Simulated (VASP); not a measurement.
## HfB: relaxation of cell and atoms with r2SCAN+U

The system is HfB.

```
Hf B
1.0
     0.00000    2.31000    2.31000
     2.31000    0.00000    2.31000
     2.31000    2.31000    0.00000
Hf B
1 1
Direct
  0.50000 0.50000 0.50000
  0.00000 0.00000 0.00000
```

* Program: VASP 6.6.1
* Task: relaxation of cell and atoms
* Functional: r2SCAN
* Potentials or basis: VASP PAW PBE potentials, release 64 (Hf_pv, B)
* Cutoff: 600 eV
* k mesh: 10 × 10 × 10
* Occupations: fermi-dirac, width 0.05 eV
* Spin: no spin polarisation
* Hubbard terms: Hf d U = 4.0 eV
* Dipole correction: no
* Further INCAR settings: ALGO = Normal; EDIFF = 1e-06; IBRION = 2; EDIFFG = -0.01; NSW = 60; ISIF = 3

```yaml
Relaxed_volume: 14.92 Å³/atom
Relaxed_cell: a = 3.481 Å, b = 3.481 Å, c = 3.481 Å, α = 60.00°, β = 60.00°, γ = 60.00°
Space_group_after_relaxing_to_0.1_Å: Fm-3m (No. 225)
Energy_gained_by_relaxing: 315.2 meV/atom
Ionic_steps: 16
Pressure_after_relaxing: 0.1 GPa
Band_gap_on_the_k_mesh: zero (an odd number of electrons rules out a gap without spin polarisation)
```

Step by step:
| step | energy change (eV) | largest force (eV/Å) | pressure (GPa) | volume (Å³) |
| --- | --- | --- | --- | --- |
| 1 | 0.0000 | 0.0000 | 45.22 | 24.65 |
| 2 | 0.3427 | 0.0000 | -26.46 | 39.27 |
| 3 | -0.6283 | 0.0000 | -1.95 | 30.21 |
| 4 | -0.6304 | 0.0000 | -0.37 | 29.92 |
| 5 | -0.6304 | 0.0000 | 0.40 | 29.80 |
| 6 | -0.6304 | 0.0000 | 0.24 | 29.81 |
| 7 | -0.6304 | 0.0000 | 0.25 | 29.81 |
| 8 | -0.6304 | 0.0000 | 0.22 | 29.81 |
| 9 | -0.6304 | 0.0000 | 0.22 | 29.81 |
| 10 | -0.6304 | 0.0000 | 0.22 | 29.81 |
| 11 | -0.6304 | 0.0000 | 0.22 | 29.81 |
| 12 | -0.6304 | 0.0000 | 0.22 | 29.81 |
| 13 | -0.6304 | 0.0000 | 0.22 | 29.81 |
| 14 | -0.6304 | 0.0000 | 0.22 | 29.81 |
| 15 | -0.6304 | 0.0000 | 0.21 | 29.82 |
| 16 | -0.6305 | 0.0000 | 0.06 | 29.83 |

Final structure:
```xyz
2
Lattice="0.0000 2.4617 2.4617 2.4617 0.0000 2.4617 2.4617 2.4617 0.0000" Properties=species:S:1:pos:R:3 pbc="T T T"
Hf    2.4617    2.4617    2.4617
B     2.4617    0.0000    2.4617
```

Levels at points of the mesh, in eV from the Fermi level:
```tsv
k point	band 4	band 5	band 6	band 7	band 8	band 9	band 10
(0.00, 0.00, 0.00)	-9.90	2.73	2.73	2.73	3.37	3.37	3.37
(0.50, 0.00, 0.00)	-5.43	-4.86	-1.07	-1.07	6.33	6.33	6.91
(0.50, 0.50, 0.00)	-6.83	-1.97	-0.28	1.51	1.51	5.48	7.28
```

Eigenvalues of the final occupation matrices:
```csv
site,spin,trace,eigenvalues
site 1 d,1,0.71,0.09 0.09 0.09 0.22 0.22
site 1 d,2,0.71,0.09 0.09 0.09 0.22 0.22
```

It took 8.5 min on 1 thread of Intel(R) Xeon(R) 6975P-C (Granite Rapids) (shared host), peak memory 0.18 GiB.

Caveat: the volume moved by over 15 % at a fixed basis, so the end points are rough; the PAW data sets were made with another functional, which shifts forces and pressure a little; spin-orbit coupling is left out, which moves the levels of the heavy elements; U without spin polarisation on a metal has little footing; the U is typed as a test and isn't derived for this compound. Zero-point motion and thermal expansion aren't in these numbers.
